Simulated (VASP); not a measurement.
Crystal: Mg2O.

```
Mg O
1.0
    -2.86947    2.86947    2.38645
     2.86947   -2.86947    2.38645
     2.86947    2.86947   -2.38645
Mg O
4 2
Direct
  0.66610 0.16610 0.83220
  0.16610 0.33390 0.50000
  0.33390 0.83390 0.16780
  0.83390 0.66610 0.50000
  0.25000 0.25000 0.00000
  0.75000 0.75000 0.00000
```

The cell was built from a structure type or drawn by symmetry, and may not be a known phase.

| Quantity | Value |
| --- | --- |
| Program | VASP 6.6.1 |
| Task | relaxation of cell and atoms |
| Functional | PBE |
| Potentials or basis | VASP PAW PBE potentials, release 64 (Mg, O) |
| Cutoff | 600 eV |
| k mesh | 4 × 4 × 4 |
| Occupations | gaussian, width 0.2 eV |
| Spin | no spin polarisation |

At the start: pressure 5.9 GPa; volume 13.10 Å³/atom.

Question: How do energy, volume and symmetry change on relaxing?

Answer: Over 7 steps the energy falls by 314.0 meV/atom and the volume is 13.68 Å³/atom (+4.4 %); space group I4/mcm (No. 140, to 0.1 Å) before and after.

Step by step:
```
step  energy change (eV)  largest force (eV/Å)  pressure (GPa)  volume (Å³)
   1              0.0000                0.7758            5.89        78.60
   2             -1.3381                0.9325           -1.05        83.66
   3             -1.5907                0.9499           -2.97        86.70
   4             -1.7864                0.5601           -0.82        83.74
   5             -1.8406                0.2322            1.97        80.82
   6             -1.8811                0.0431           -0.05        82.42
   7             -1.8841                0.0094            0.35        82.08
```

Final structure:
```cif
data_structure
_symmetry_space_group_name_H-M 'P 1'
_symmetry_Int_Tables_number 1
_cell_length_a 4.7452
_cell_length_b 4.7452
_cell_length_c 4.7452
_cell_angle_alpha 111.013
_cell_angle_beta 111.013
_cell_angle_gamma 106.429
_cell_volume 82.08
loop_
_atom_site_label
_atom_site_type_symbol
_atom_site_fract_x
_atom_site_fract_y
_atom_site_fract_z
_atom_site_occupancy
Mg1 Mg 0.69284 0.19284 0.88568 1
Mg2 Mg 0.19284 0.30716 0.50000 1
Mg3 Mg 0.30716 0.80716 0.11432 1
Mg4 Mg 0.80716 0.69284 0.50000 1
O1 O 0.25000 0.25000 0.00000 1
O2 O 0.75000 0.75000 0.00000 1
```

Caveat: the k points lie up to 0.40 Å⁻¹ apart in the final cell, too coarse for converged energies and pressures of a metal.
